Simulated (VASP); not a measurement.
P:

```
CELL_PARAMETERS angstrom
3.71022 0.00000 0.00000
2.10486 3.05537 0.00000
2.10486 1.10594 2.84819
ATOMIC_POSITIONS crystal
P 0.22708 0.22708 0.22708
P 0.77292 0.77292 0.77292
```

```yaml
Program: VASP 6.6.1
Task: relaxation of cell and atoms
Functional: LDA
Potentials_or_basis: VASP PAW LDA potentials, release 64 (P)
Cutoff: 600 eV
k_mesh: 6 × 6 × 6
Occupations: fermi-dirac, width 0.05 eV
Spin: no spin polarisation
```

At the start: pressure -3.4 GPa; volume 16.14 Å³/atom.

Where does the relaxation end?

Over 9 steps the energy falls by 10.1 meV/atom and the volume is 15.30 Å³/atom (-5.2 %); space group R-3m (No. 166, to 0.1 Å) before and after.

The path:
```
step  energy change (eV)  largest force (eV/Å)  pressure (GPa)  volume (Å³)
   1              0.0000                0.0417           -3.35        32.29
   2             -0.0127                0.3171            1.21        30.73
   3             -0.0141                0.2334            0.05        31.07
   4             -0.0184                0.1060            0.13        30.80
   5             -0.0199                0.0104            0.23        30.52
   6             -0.0199                0.0062            0.23        30.53
   7             -0.0201                0.0213           -0.18        30.64
   8             -0.0201                0.0199           -0.15        30.63
   9             -0.0201                0.0087            0.03        30.60
```

Final structure:
```
P
1.0
     3.61226   -0.03184   -0.02179
     2.02307    2.99277   -0.02179
     2.02307    1.06297    2.79772
P
2
Direct
  0.22903 0.22903 0.22903
  0.77097 0.77097 0.77097
```

Caveat: the k points lie up to 0.37 Å⁻¹ apart in the final cell, too coarse for converged energies and pressures of a metal.
